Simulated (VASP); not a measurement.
A run of VASP 6.6.1 is set up as follows.

INCAR

```
SYSTEM = ZnO
PREC = Accurate
ENCUT = 600
EDIFF = 1E-7
ISMEAR = -1
SIGMA = 0.02
LREAL = .FALSE.
LASPH = .TRUE.
NELM = 120
ALGO = Normal
ISIF = 8
LWAVE = .FALSE.
LCHARG = .FALSE.
GGA = PS
IBRION = 2
NSW = 80
EDIFFG = -0.02
GGA_COMPAT = .FALSE.
NELMIN = 4
```

Contents of KPOINTS:

```
Automatic mesh
0
G
  8 8 5
  0 0 0
```

File POSCAR:

```
ZnO
1.0
    3.2493080000      0.0000000000      0.0000000000
   -1.6246540000      2.8139832727      0.0000000000
    0.0000000000      0.0000000000      5.2057090000
Zn O
2 2
Direct
    0.3333333333      0.6666666667      0.5000000000
    0.6666666667      0.3333333333      0.0000000000
    0.6666666667      0.3333333333      0.3790100000
    0.3333333333      0.6666666667      0.8790100000
```

Potentials or basis: VASP PAW PBE potentials, release 64 (Zn, O).

Command:

```bash
$ cat potpaw_PBE.64/Zn/POTCAR potpaw_PBE.64/O/POTCAR > POTCAR
$ mpirun -np 1 vasp_std > vasp.out
```

**Question.** Estimate the relaxed cell.

**Answer.** a = 3.244 Å, b = 3.244 Å, c = 5.197 Å, α = 90.00°, β = 90.00°, γ = 120.00°.

**Question.** Predict the space group after relaxing (to 0.05 Å).

**Answer.** P6_3mc (No. 186).

**Question.** What does it give for the relaxed volume?

**Answer.** 11.84 Å³/atom.

Stress tensor (GPa, compression positive):
```
-0.28  0.00  0.00
 0.00 -0.28  0.00
 0.00  0.00  0.62
```

Caveat: the PAW data sets were made with another functional, which shifts forces and pressure a little.
